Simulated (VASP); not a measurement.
# WS2 (R3m) in VASP: further runs

Runs on WS2. Level: r2SCAN. Tasks: single point.

Everything below comes from runs of VASP 6.6.1. Logs are shortened: lines on timing, memory, paths and dates and some standing lists are left out, and cuts for length are marked.

## 1. The cell of the first run

Symmetry: R3m, No. 160, trigonal system. Conventional cell: a = 3.186 Å, b = 3.186 Å, c = 20.189 Å, α = 90.00°, β = 90.00°, γ = 120.00°. Within 3.2 Å of W (site symmetry 3m) lie 6 S at 2.41 Å and 6 W at 3.19 Å. Within 3.2 Å of S (site symmetry 3m) lie 3 W at 2.41 Å and 7 S at 3.12 to 3.19 Å. S (site symmetry 3m) has 3 W at 2.41 Å and 7 S at 3.12 to 3.19 Å within 3.2 Å.

## 2. Single point, r2SCAN (19.72 Å³/atom)

POSCAR

```
WS2
1.0
    1.5928403082      0.9196267807      6.7298289724
   -1.5928403082      0.9196267807      6.7298289724
    0.0000000000     -1.8392535615      6.7298289724
W S
1 2
Direct
    0.0006759207      0.0006759207      0.0006759207
    0.2568083875      0.2568083875      0.2568083875
    0.4112156917      0.4112156917      0.4112156917
```

INCAR.step1

```
ALGO = Normal ; EDIFF = 1E-4
ENCUT = 520 ; GGA = PE
ISMEAR = 0 ; LASPH = T
LCHARG = F ; LREAL = F
LWAVE = T ; NBANDS = 20
NELM = 80 ; PREC = Accurate
SIGMA = 0.02
```

INCAR.step2

```
ALGO = Normal ; EDIFF = 1E-6
ENCUT = 520 ; ISIF = 2
ISMEAR = 0 ; ISTART = 1
LASPH = T ; LCHARG = T
LELF = T ; LMIXTAU = T
LREAL = F ; LVHAR = T
LWAVE = F ; METAGGA = R2SCAN
NBANDS = 20 ; NELM = 80
PREC = Accurate ; SIGMA = 0.02
```

KPOINTS

```
k-points
0
Gamma
  12 12 12
```

Potentials or basis: VASP PAW PBE potentials, release 64 (W_sv, S).

The run is started by

```sh
$ cat potpaw_PBE.64/W_sv/POTCAR potpaw_PBE.64/S/POTCAR > POTCAR
$ cp INCAR.step1 INCAR
$ mpirun -np 1 vasp_std > vasp.out
$ cp INCAR.step2 INCAR
$ mpirun -np 1 vasp_std > vasp.out
```

OUTCAR:

```text
EDIFF = 1E-6
   ENCUT = 520
   ISIF = 2
   ISMEAR = 0
   ISTART = 1
   LASPH = T
   LREAL = F
   METAGGA = R2SCAN
   NELM = 80
   PREC = Accurate

 ion  position               nearest neighbor table
   1  0.001  0.001  0.001-   2 2.41   2 2.41   2 2.41   3 2.41   3 2.41   3 2.41
   2  0.257  0.257  0.257-   1 2.41   1 2.41   1 2.41
   3  0.411  0.411  0.411-   1 2.41   1 2.41   1 2.41

  LATTYP: Found a trigonal (rhomboedric) cell.
 ALAT       =     6.9766361279
 COS(alpha) =     0.8957484969

  Lattice vectors:

 A1 = (   1.5928403082,   0.9196267807,   6.7298289724)
 A2 = (  -1.5928403082,   0.9196267807,   6.7298289724)
 A3 = (   0.0000000000,  -1.8392535615,   6.7298289724)

Analysis of symmetry for initial positions (statically):
=====================================================================
 Subroutine PRICEL returns:
 Original cell was already a primitive cell.

 Routine SETGRP: Setting up the symmetry group for a
 trigonal (rhombohedral) supercell.

 Subroutine GETGRP returns: Found  6 space group operations
 (whereof  6 operations were pure point group operations)
 out of a pool of 12 trial point group operations.

The static configuration has the point symmetry C_3v.

Analysis of symmetry for dynamics (positions and initial velocities):
=====================================================================
 Subroutine PRICEL returns:
 Original cell was already a primitive cell.

 Routine SETGRP: Setting up the symmetry group for a
 trigonal (rhombohedral) supercell.

 Subroutine GETGRP returns: Found  6 space group operations
 (whereof  6 operations were pure point group operations)
 out of a pool of 12 trial point group operations.

The dynamic configuration has the point symmetry C_3v.

 Subroutine INISYM returns: Found  6 space group operations
 (whereof  6 operations are pure point group operations),
 and found     1 'primitive' translations

----------------------------------------------------------------------------------------

                                     Primitive cell

  volume of cell :      59.1479

  direct lattice vectors                    reciprocal lattice vectors
     1.592840308  0.919626781  6.729828972     0.313904663  0.181232942  0.049530729
    -1.592840308  0.919626781  6.729828972    -0.313904663  0.181232942  0.049530729
     0.000000000 -1.839253562  6.729828972     0.000000000 -0.362465883  0.049530729

  length of vectors
     6.976636128  6.976636128  6.976636128     0.365834402  0.365834402  0.365834402

  position of ions in fractional coordinates (direct lattice)
     0.000675921  0.000675921  0.000675921
     0.256808388  0.256808388  0.256808388
     0.411215692  0.411215692  0.411215692

  ion indices of the primitive-cell ions
   primitive index   ion index
                 1           1
                 2           2
                 3           3

----------------------------------------------------------------------------------------

 KPOINTS: k-points

Automatic generation of k-mesh.
 Grid dimensions read from file:
 generate k-points for:   12   12   12

 Generating k-lattice:

  Cartesian coordinates                     Fractional coordinates (reciprocal lattice)
     0.026158722  0.015102745  0.004127561     0.083333333  0.000000000  0.000000000
    -0.026158722  0.015102745  0.004127561     0.000000000  0.083333333  0.000000000
     0.000000000 -0.030205490  0.004127561    -0.000000000 -0.000000000  0.083333333

  Length of vectors
     0.030486200  0.030486200  0.030486200

  Shift w.r.t. Gamma in fractional coordinates (k-lattice)
     0.000000000  0.000000000  0.000000000

 Subroutine IBZKPT returns following result:
 ===========================================

 Found    189 irreducible k-points:

 Following reciprocal coordinates:
            Coordinates               Weight
  0.000000  0.000000  0.000000      1.000000
  0.083333 -0.000000 -0.000000      6.000000
  0.166667  0.000000  0.000000      6.000000
  0.250000  0.000000  0.000000      6.000000
  0.333333 -0.000000  0.000000      6.000000
  0.416667 -0.000000  0.000000      6.000000
[... 16 lines left out ...]
  0.500000  0.166667 -0.000000     12.000000
 -0.416667  0.166667 -0.000000     12.000000
 [... further k-points ...]
   k-points           NKPTS =    189   k-points in BZ     NKDIM =    189   number of bands    NBANDS=     20
   number of dos      NEDOS =    301   number of ions     NIONS =      3
   total plane-waves  NPLWV = 157464
   dimension x,y,z NGX =    54 NGY =   54 NGZ =   54
   dimension x,y,z NGXF=   108 NGYF=  108 NGZF=  108
   ions per type =               1   2
   NGX,Y,Z   is equivalent  to a cutoff of  12.87, 12.87, 12.87 a.u.
   NGXF,Y,Z  is equivalent  to a cutoff of  25.74, 25.74, 25.74 a.u.
 SYSTEM =  unknown system
   PREC   = accura    normal or accurate (medium, high low for compatibility)
   ISTART =      1    job   : 0-new  1-cont  2-samecut
   ICHARG =      0    charge: 1-file 2-atom 10-const
   ISPIN  =      1    spin polarized calculation?
   LNONCOLLINEAR =      F non collinear calculations
   LSORBIT =      F    spin-orbit coupling
   LASPH  =      T    aspherical Exc in radial PAW
   ENCUT  =  520.0 eV  38.22 Ry    6.18 a.u.  12.97 12.97 12.97*2*pi/ulx,y,z
   NELM   =     80;   NELMIN=  2; NELMDL=  0     # of ELM steps
   EDIFF  = 0.1E-05   stopping-criterion for ELM
   LREAL  =      F    real-space projection
   EDIFFG = 0.1E-04   stopping-criterion for IOM
   NSW    =      0    number of steps for IOM
   IBRION =     -1    ionic relax: 0-MD 1-quasi-New 2-CG
   NFREE  =      0    steps in history (QN), initial steepest desc. (CG)
   ISIF   =      2    stress and relaxation
   ISYM   =      2    0-nonsym 1-usesym 2-fastsym
   POTIM  = 0.5000    time-step for ionic-motion
   TEBEG  =    0.0;   TEEND  =   0.0 temperature during run
   PSTRESS=    0.0 pullay stress
   NELECT =      26.0000    total number of electrons
   NUPDOWN=      -1.0000    fix difference up-down
   EMIN   =  10.00;   EMAX   =-10.00  energy-range for DOS
   EFERMI =   0.00;   METHOD = LEGACY
   ISMEAR =     0;   SIGMA  =   0.02  broadening in eV -4-tet -1-fermi 0-gaus
   EFERMI_NEDOS =   21; number of points for ismear=-14 and -15
   IALGO  =     38    algorithm
   IMIX   =      4    mixing-type and parameters
     AMIX     =   0.40;   BMIX     =  1.00
     AMIX_MAG =   1.60;   BMIX_MAG =  1.00
  volume/ion in A,a.u.               =      19.72       133.05
  Fermi-wavevector in a.u.,A,eV,Ry     =   1.244762  2.352259 21.081300  1.549432
  Thomas-Fermi vector in A             =   2.379014
   LORBIT       =      0    0 simple, 1 ext, 2 COOP (PROOUT), +10 PAW based schemes
   METAGGA = R2SCAN    functional components
   LHFCALC =     F    Hartree Fock is set to
   AEXX    =    0.0000 exact exchange contribution
   IVDW    =     0    specifies the selected vdW correction
   LEPSILON=     F    determine dielectric tensor
   LRPA    =     F    only Hartree local field effects (RPA)
 non-spin polarized calculation
 Gauss-broadening in eV      SIGMA  =   0.02
  energy-cutoff  :      520.00
  volume of cell :       59.15
 maximum number of plane-waves:      1608
 NGX is ok and might be reduce to    54
   NGX = 25   NGY = 25   NGZ = 25

 number of electron      26.0000000 magnetization

 Free energy of the ion-electron system (eV)
  ---------------------------------------------------
  ext. energy  EPLUGINS =         0.00000000
  ---------------------------------------------------
  free energy    TOTEN  =       -70.07904052 eV

  energy without entropy =      -70.07904052  energy(sigma->0) =      -70.07904052

 E-fermi :   5.9409     XC(G=0): -10.8840

 val. band max:        5.8611804471   @ k =   0.5000   0.5000   0.5000
 cond. band min:       7.3097134545   @ k =  -0.2500   0.4167   0.0833
 fundamental gap:      1.4485330075
 Fermi energy:         5.9408539209

 k-point     1 :       0.0000    0.0000    0.0000
  band No.  band energies     occupation
      1     -70.5586      2.00000
      2     -34.1432      2.00000
      3     -33.9932      2.00000
      4     -33.9932      2.00000
      5     -10.1000      2.00000
      6      -8.2593      2.00000
[... 12 lines left out ...]
     19      13.6739      0.00000
     20      14.7435      0.00000

 k-point     2 :       0.0833   -0.0000   -0.0000
  band No.  band energies     occupation
      1     -70.5573      2.00000
      2     -34.1387      2.00000
      3     -34.0174      2.00000
      4     -33.9988      2.00000
      5      -9.9809      2.00000
      6      -8.2206      2.00000
[... 12 lines left out ...]
     19      13.8703      0.00000
     20      15.2089      0.00000

 k-point     3 :       0.1667    0.0000    0.0000
  band No.  band energies     occupation
      1     -70.5539      2.00000
      2     -34.1266      2.00000
      3     -34.0830      2.00000
      4     -34.0141      2.00000
      5      -9.6421      2.00000
      6      -8.1108      2.00000
[... 12 lines left out ...]
     19      14.4101      0.00000
     20      15.5612      0.00000

 k-point     4 :       0.2500    0.0000    0.0000
  band No.  band energies     occupation
      1     -70.5492      2.00000
      2     -34.1714      2.00000
      3     -34.1099      2.00000
      4     -34.0349      2.00000
      5      -9.1388      2.00000
      6      -7.9495      2.00000
[... 12 lines left out ...]
     19      14.5636      0.00000
     20      14.9883      0.00000

 k-point     5 :       0.3333   -0.0000    0.0000
  band No.  band energies     occupation
      1     -70.5445      2.00000
      2     -34.2586      2.00000
      3     -34.0932      2.00000
      4     -34.0555      2.00000
      5      -8.5703      2.00000
      6      -7.7725      2.00000
[... 12 lines left out ...]
     19      13.5621      0.00000
     20      14.2696      0.00000

 k-point     6 :       0.4167   -0.0000    0.0000
  band No.  band energies     occupation
      1     -70.5410      2.00000
      2     -34.3216      2.00000
      3     -34.0810      2.00000
      4     -34.0706      2.00000
      5      -8.0918      2.00000
      6      -7.6309      2.00000
[... 12 lines left out ...]
     19      13.2450      0.00000
     20      13.9354      0.00000

 k-point     7 :       0.5000    0.0000    0.0000
  band No.  band energies     occupation
      1     -70.5398      2.00000
      2     -34.3445      2.00000
      3     -34.0765      2.00000
      4     -34.0761      2.00000
      5      -7.8977      2.00000
      6      -7.5763      2.00000
[... 12 lines left out ...]
     19      13.2561      0.00000
     20      13.8638      0.00000
[... 277 lines left out ...]
 k-point    20 :       0.2500    0.1667    0.0000
  band No.  band energies     occupation
      1     -70.5509      2.00000
      2     -34.1349      2.00000
      3     -34.1160      2.00000
      4     -34.0316      2.00000
      5      -9.3213      2.00000
      6      -8.0237      2.00000
[... 12 lines left out ...]
     19      14.8064      0.00000
     20      15.2211      0.00000

 k-point    21 :       0.3333    0.1667    0.0000
  band No.  band energies     occupation
      1     -70.5468      2.00000
      2     -34.1986      2.00000
      3     -34.1016      2.00000
      4     -34.0622      2.00000
      5      -8.8571      2.00000
      6      -7.8742      2.00000
[... 12 lines left out ...]
     19      14.2736      0.00000
     20      15.3262      0.00000

 k-point    22 :       0.4167    0.1667    0.0000
  band No.  band energies     occupation
      1     -70.5428      2.00000
      2     -34.2584      2.00000
      3     -34.0959      2.00000
      4     -34.0871      2.00000
      5      -8.3395      2.00000
      6      -7.7048      2.00000
[... 12 lines left out ...]
     19      14.0122      0.00000
     20      15.1027      0.00000

 k-point    23 :       0.5000    0.1667   -0.0000
  band No.  band energies     occupation
      1     -70.5398      2.00000
      2     -34.3007      2.00000
      3     -34.1216      2.00000
      4     -34.0765      2.00000
      5      -7.9142      2.00000
      6      -7.5643      2.00000
[... 12 lines left out ...]
     19      14.2138      0.00000
     20      15.0140      0.00000

 k-point    24 :      -0.4167    0.1667   -0.0000
  band No.  band energies     occupation
      1     -70.5387      2.00000
      2     -34.3159      2.00000
      3     -34.1312      2.00000
      4     -34.0726      2.00000
      5      -7.7485      2.00000
      6      -7.5055      2.00000
[... 12 lines left out ...]
     19      14.5587      0.00000
     20      15.0498      0.00000

 [... further k-points ...]
[... 5 lines left out ...]
  --------------------------------------------------------------------------------------
  -------------------------------------------------------------------------------------
  Total       -0.0780905     -0.0780905     -0.0855932      0.0000000      0.0000000      0.0000000
  in kB       -2.1152891     -2.1152891     -2.3185196      0.0000000      0.0000000      0.0000000
  external PRESSURE =      -2.1830326 kB  Pullay stress =       0.0000000 kB

 VOLUME and BASIS-vectors are now :
 -----------------------------------------------------------------------------
  energy-cutoff  :      520.00
  volume of cell :       59.15
      direct lattice vectors                 reciprocal lattice vectors
     1.592840308  0.919626781  6.729828972     0.313904663  0.181232942  0.049530729
    -1.592840308  0.919626781  6.729828972    -0.313904663  0.181232942  0.049530729
     0.000000000 -1.839253562  6.729828972     0.000000000 -0.362465883  0.049530729

 POSITION                                       TOTAL-FORCE (eV/Angst)
 -----------------------------------------------------------------------------------
      0.00000     -0.00000      0.01365         0.000000     -0.000000      0.000175
      0.00000     -0.00000      5.18483         0.000000      0.000000     -0.019990
      0.00000     -0.00000      8.30223         0.000000     -0.000000      0.019815
 -----------------------------------------------------------------------------------
    total drift:                               -0.000000      0.000000     -0.000099

  FREE ENERGIE OF THE ION-ELECTRON SYSTEM (eV)
  ---------------------------------------------------
  free  energy   TOTEN  =       -70.0790405206 eV

  energy  without entropy=      -70.0790405206  energy(sigma->0) =      -70.07904052
```

Run time: 53 min. Hardware: 1 thread of Intel Xeon Platinum 8259CL at 2.50GHz (Skylake/Cascade Lake), shared host; peak memory 0.57 GiB.

What came out:

```
Free energy            : -70.0790 eV
Pressure               : -0.2 GPa
Largest force          : 0.020 eV/Å
Band gap on the k mesh : 1.45 eV (least direct gap 1.91 eV)
```

Forces in eV/Å, atoms in the order of the input:
```
W    0.000  0.000  0.000
S    0.000  0.000 -0.020
S    0.000  0.000  0.020
```

Levels at points of the mesh, in eV from the valence-band top:
```csv
k point,band 11,band 12,band 13,band 14,band 15,band 16
"(0.00, 0.00, 0.00)",-2.24,-1.99,-0.78,2.60,2.60,2.80
"(0.50, 0.00, 0.00)",-2.57,-1.86,-1.47,2.55,2.95,4.07
"(0.50, 0.50, 0.00)",-2.85,-1.92,-1.38,2.53,3.03,3.78
"(0.50, 0.50, 0.50)",-2.23,-2.23,0.00,2.63,2.63,2.76
```

Caveat: the PAW data sets were made with another functional, which shifts forces and pressure a little; spin-orbit coupling is left out, which moves the levels of the heavy elements. A k mesh can miss the band edges.

(Continued in part 2 of 2.)
